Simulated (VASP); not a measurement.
Wanted: the native input for a VASP 6.6.1 run.

```
Task                   : single point
Functional             : PBEsol
Potentials or basis    : VASP PAW PBE potentials, release 64 (Ir)
Cutoff                 : 520 eV
k mesh                 : 22 × 22 × 22
Occupations            : gaussian, width 0.15 eV
Spin                   : no spin polarisation
Dipole correction      : no
Further INCAR settings : ALGO = Fast; EDIFF = 1e-07; NBANDS = 10
```

The structure of Ir lies in POSCAR:

```
Ir
1.0
    0.0000000000      1.9197000000      1.7277300000
    1.9197000000      0.0000000000      1.7277300000
    1.9197000000      1.9197000000      0.0000000000
Ir
1
Direct
    0.0000000000      0.0000000000      0.0000000000
```

This cell differs from its parent crystal: strain -0.1000 x Voigt [0, 0, 1, 0, 0, 0].

These files were run (other wordings do the same):

INCAR

```
SYSTEM = Ir
PREC     = Accurate       ! precision mode
ENCUT    = 520            ! plane-wave cutoff, eV
EDIFF    = 1E-7           ! SCF threshold, eV
ISMEAR   = 0              ! smearing method
SIGMA    = 0.15           ! smearing width, eV
LREAL    = .FALSE.        ! projectors in reciprocal space
LASPH    = .TRUE.         ! aspherical terms in the spheres
NELM     = 80             ! most SCF steps
ALGO     = Fast           ! electronic algorithm
ISIF     = 2              ! what is computed and relaxed
LWAVE    = .FALSE.        ! write WAVECAR
LCHARG   = .FALSE.        ! write CHGCAR
GGA      = PS             ! functional
NBANDS   = 10             ! bands
```

KPOINTS

```
regular mesh
0
G
  22 22 22
  0 0 0
```

Potentials or basis: VASP PAW PBE potentials, release 64 (Ir).

Launch:

```bash
$ cat potpaw_PBE.64/Ir/POTCAR > POTCAR
$ mpirun -np 1 vasp_std > vasp.out
```

It gave:

```yaml
Pressure: 53.5 GPa
Band_gap_on_the_k_mesh: zero (an odd number of electrons rules out a gap without spin polarisation)
```

Caveat: the cell differs from its parent crystal (strain -0.1000 x Voigt [0, 0, 1, 0, 0, 0]); the cell stands under pressure; the PAW data sets were made with another functional, which shifts forces and pressure a little; spin-orbit coupling is left out, which moves the levels of the heavy elements.

It took 88 s on 1 thread of Intel(R) Xeon(R) Platinum 8488C (Sapphire Rapids), on a shared host, peak memory 0.22 GiB.
